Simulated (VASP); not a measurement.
Write the native input for VASP 6.6.1 that does the following.

```yaml
Task: single point
Functional: r2SCAN
Potentials_or_basis: VASP PAW PBE potentials, release 64 (In_d, P)
Cutoff: 520 eV
k_mesh: 6 × 6 × 6
Occupations: fermi-dirac, width 0.02 eV
Spin: no spin polarisation
Dipole_correction: no
Further_INCAR_settings: ALGO = Normal; EDIFF = 1e-06; NBANDS = 16
```

Crystal: InP (zinc blende type).

```xyz
2
Lattice="0.0000 2.9800 2.9800 2.9800 0.0000 2.9800 2.9800 2.9800 0.0000" Properties=species:S:1:pos:R:3 pbc="T T T"
In    0.0000    0.0000    0.0000
P     1.4900    1.4900    1.4900
```

The input as run:

POSCAR

```
InP
1.0
    0.0000000000      2.9800000000      2.9800000000
    2.9800000000      0.0000000000      2.9800000000
    2.9800000000      2.9800000000      0.0000000000
In P
1 1
Direct
    0.0000000000      0.0000000000      0.0000000000
    0.2500000000      0.2500000000      0.2500000000
```

INCAR.step1

```
SYSTEM = InP
  PREC = Accurate
  ENCUT = 520
  ISMEAR = -1
  SIGMA = 0.02
  LREAL = .False.
  LASPH = .True.
  NELM = 100
  NBANDS = 16
  GGA = PE
  ALGO = Normal
  EDIFF = 1E-4
  LWAVE = .True.
  LCHARG = .False.
```

INCAR.step2

```
SYSTEM = InP
  PREC = Accurate
  ENCUT = 520
  EDIFF = 1E-6
  ISMEAR = -1
  SIGMA = 0.02
  LREAL = .False.
  LASPH = .True.
  NELM = 100
  ALGO = Normal
  ISIF = 2
  LWAVE = .False.
  LCHARG = .True.
  METAGGA = R2SCAN
  LMIXTAU = .True.
  LELF = .True.
  LVHAR = .True.
  NBANDS = 16
  ISTART = 1
```

KPOINTS

```
regular mesh
0
Gamma
  6 6 6
  0 0 0
```

Potentials or basis: VASP PAW PBE potentials, release 64 (In_d, P).

Launch:

```sh
$ cat potpaw_PBE.64/In_d/POTCAR potpaw_PBE.64/P/POTCAR > POTCAR
$ cp INCAR.step1 INCAR
$ mpirun -np 1 vasp_std > vasp.out
$ cp INCAR.step2 INCAR
$ mpirun -np 1 vasp_std > vasp.out
```

Results of the run:

* Pressure: -1.8 GPa
* Band gap on the k mesh: 0.87 eV, direct

Caveat: the PAW data sets were made with another functional, which shifts forces and pressure a little; spin-orbit coupling is left out, which moves the levels of the heavy elements.

Wall time 20 s on 1 thread of Intel(R) Xeon(R) 6975P-C (Granite Rapids) (shared host), peak memory 0.18 GiB.
